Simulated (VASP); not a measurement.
Write the native input for VASP 6.6.1 that does the following.

```yaml
Task: single point
Functional: PBE exchange alone
Potentials_or_basis: VASP PAW PBE potentials, release 64 (Pb_d, Te)
Cutoff: 500 eV
k_mesh: 5 × 5 × 5, shifted
Occupations: fermi-dirac, width 0.15 eV
Spin: non-collinear spin, zero start, spin-orbit coupling
Starting_moments: "[[0.0, 0.0, 0.0], [0.0, 0.0, 0.0]] μB"
Dipole_correction: no
Further_INCAR_settings: ALGO = Normal; EDIFF = 1e-06; NBANDS = 32; ISYM = -1
```

The structure of TePb lies in POSCAR:

```
TePb
1.0
    0.0000000000      3.1873324850      3.1873324850
    3.1873324850      0.0000000000      3.1873324850
    3.1873324850      3.1873324850      0.0000000000
Pb Te
1 1
Direct
    0.0000000000      0.0000000000      0.0000000000
    0.5000000000      0.5000000000      0.5000000000
```

These files were run (other wordings do the same):

INCAR

```
PREC     = Accurate       # precision mode
ENCUT    = 500            # plane-wave cutoff, eV
EDIFF    = 1E-6           # SCF threshold, eV
ISMEAR   = -1             # smearing method
SIGMA    = 0.15           # smearing width, eV
LREAL    = F              # projectors in reciprocal space
LASPH    = T              # aspherical terms in the spheres
NELM     = 200            # most SCF steps
ALGO     = Normal         # electronic algorithm
ISIF     = 2              # what is computed and relaxed
LWAVE    = F              # write WAVECAR
LCHARG   = T              # write CHGCAR
MAGMOM   = 0 0 0 0 0 0    # initial moments
LORBIT   = 11             # projections on sites
LSORBIT  = T              # spin-orbit coupling
GGA_COMPAT= F            
LORBMOM  = T            
GGA      = PE             # functional
ALDAC    = 0.0          
AGGAC    = 0.0          
LVHAR    = T            
ISYM     = -1           
NBANDS   = 32             # bands
```

KPOINTS

```
Automatic mesh
0
Gamma
  5 5 5
  0.5 0.5 0.5
```

Potentials or basis: VASP PAW PBE potentials, release 64 (Pb_d, Te).

Run with:

```sh
$ cat potpaw_PBE.64/Pb_d/POTCAR potpaw_PBE.64/Te/POTCAR > POTCAR
$ mpirun -np 1 vasp_ncl > vasp.out
```

Results of the run:

The pressure is 12.8 GPa. The net moment is 0.00 μB per cell and the valence electrons inside the program's atomic spheres are Pb 11.93; Te 3.43.

Caveat: the cell stands under pressure.

It took 8.3 min on 1 thread of Intel(R) Xeon(R) Platinum 8124M CPU @ 3.00GHz (Skylake/Cascade Lake) (shared host), peak memory 0.61 GiB.
